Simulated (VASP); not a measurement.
Input of a VASP 6.6.1 run:

INCAR

```
PREC = Accurate
ENCUT = 520
EDIFF = 1E-6
ISMEAR = -1
SIGMA = 0.1
LREAL = False
LASPH = True
NELM = 60
ALGO = Normal
ISIF = 2
LWAVE = False
LCHARG = False
NBANDS = 10
```

File KPOINTS:

```
Automatic mesh
0
Gamma
  6 6 6
```

File POSCAR:

```
Rb
1.0
   -2.6958574610      2.6958574610      2.6958574610
    2.6958574610     -2.6958574610      2.6958574610
    2.6958574610      2.6958574610     -2.6958574610
Rb
1
Direct
    0.0000000000      0.0000000000      0.0000000000
```

Potentials or basis: VASP PAW LDA potentials, release 64 (Rb_sv).

The run is started by

```console
$ cat potpaw_LDA.64/Rb_sv/POTCAR > POTCAR
$ mpirun -np 1 vasp_std > vasp.out
```

(1) What does it give for the pressure?

## Answers

(1) 0.0 GPa.
